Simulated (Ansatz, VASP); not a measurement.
One calculation of NaCl, two programs

INCAR

```
SYSTEM = NaCl
PREC = Accurate
ENCUT = 400
EDIFF = 1E-8
ISMEAR = -1
SIGMA = 0.02
LREAL = .False.
LASPH = .True.
NELM = 120
ALGO = Normal
ISIF = 2
LWAVE = .False.
LCHARG = .False.
GGA = PS
LEFG = .True.
NBANDS = 14
GGA_COMPAT = .False.
```

KPOINTS

```
Automatic mesh
0
Gamma
  8 8 8
  0 0 0
```

Contents of POSCAR:

```
NaCl
1.0
    2.8311091358      0.0000000000      0.0000000000
    0.0000000000      2.8311091358      0.0000000000
    0.0000000000      0.0000000000      2.8311091358
Na Cl
1 1
Direct
    0.0000000000      0.0000000000      0.0000000000
    0.5000000000      0.5000000000      0.5000000000
```

Input for Ansatz:

```yaml
crystal:
  lattice:
    - [2.8311091358, 0.0, 0.0]
    - [0.0, 2.8311091358, 0.0]
    - [0.0, 0.0, 2.8311091358]
  atoms:
    - { symbol: Na, position: [0.0, 0.0, 0.0] }
    - { symbol: Cl, position: [0.5, 0.5, 0.5] }
kpoints:
  mp_grid: { grid: [8, 8, 8] }
scf:
  occupations: { method: fermi_dirac, width: 0.02 }
hamiltonian:
  xc: pbesol
  pseudopotentials: { kind: paw }
output:
  forces: true
  stress: true
  eigenvalues: true
  efg: { contact_densities: true }
```

Change from the starting cell: volume scaled by 0.97, PAW files.

Alike in both runs: task electric field gradients; functional PBEsol; k mesh 8 × 8 × 8; occupations fermi-dirac, width 0.02 eV; no spin polarisation.

|  | VASP | Ansatz |
| --- | --- | --- |
| version | VASP 6.6.1 | Ansatz 0.2.0 |
| potentials or method | VASP PAW PBE potentials, release 64 (Na_pv, Cl) | PAW with Ansatz's default frozen-core files, scalar-relativistic |
| plane-wave cutoff (eV) | 400 | 420 |
| valence electrons in the cell | 14 | 16 |

Ansatz gave:

- gap on the k mesh at the Fermi level (eV): 4.02
- pressure (GPa): 67.2

Question: What did VASP give for the same quantities?

Answer: gap on the k mesh at the Fermi level (eV): 4.07; pressure (GPa): 67.6.

VASP's potentials were made for PBE, not for PBEsol. Both programs put the cell under a high pressure, so it lies far from rest at this level. VASP's potentials hold 14 valence electrons a cell and Ansatz's 16, so a difference there can come from the potentials and not from the codes.

Noted on VASP's run: the cell as given lies far from equilibrium.
